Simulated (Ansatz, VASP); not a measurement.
## Mo in VASP and in Ansatz

Contents of INCAR:

```
SYSTEM = Mo
  PREC = Accurate
  ENCUT = 520
  EDIFF = 1E-6
  ISMEAR = -1
  SIGMA = 0.1
  LREAL = .False.
  LASPH = .True.
  NELM = 60
  ALGO = Normal
  ISIF = 2
  LWAVE = .False.
  LCHARG = .False.
  GGA = PS
  NBANDS = 21
```

KPOINTS

```
regular mesh
0
Gamma
  11 11 11
  0 0 0
```

File POSCAR:

```
Mo
1.0
    0.0000000000      2.8063407039      2.8063407039
    2.8063407039      0.0000000000      2.8063407039
    2.8063407039      2.8063407039      0.0000000000
Mo
2
Direct
    0.1250000000      0.1250000000      0.1250000000
    0.8750000000      0.8750000000      0.8750000000
```

Input for Ansatz:

```yaml
crystal:
  lattice:
    - [0.0, 2.8063407039, 2.8063407039]
    - [2.8063407039, 0.0, 2.8063407039]
    - [2.8063407039, 2.8063407039, 0.0]
  atoms:
    - { symbol: Mo, position: [0.125, 0.125, 0.125] }
    - { symbol: Mo, position: [0.875, 0.875, 0.875] }
hamiltonian:
  xc: pbesol
  pseudopotentials:
    kind: paw
    azcp:
      Mo: "pseudopotentials/Mo.paw.azcp"
basis:
  ecutwfc: 420
  fft_grid_basis: typed
kpoints:
  mp_grid: { grid: [11, 11, 11], shift: [0, 0, 0] }
magnetization:
  spin_polarized: false
scf:
  occupations: { method: fermi_dirac, width: 0.1 }
  lower_state_search: "off"
output:
  stress: true
```

Alike in both runs: task single point; functional PBEsol; k mesh 11 × 11 × 11; occupations fermi-dirac, width 0.1 eV; no spin polarisation.

|  | VASP | Ansatz |
| --- | --- | --- |
| version | VASP 6.6.1 | Ansatz 0.2.0 |
| potentials or method | VASP PAW PBE potentials, release 64 (Mo_sv), cutoff 520 eV | plane waves (420 eV) with PAW, scalar-relativistic |
| valence electrons in the cell | 28 | 28 |

|  | VASP | Ansatz | Ansatz less VASP |
| --- | --- | --- | --- |
| pressure (GPa) | 0.5 | 0.0 | -0.48 |

VASP's potentials were made for PBE, not for PBEsol, and Ansatz warns of the same on its side.
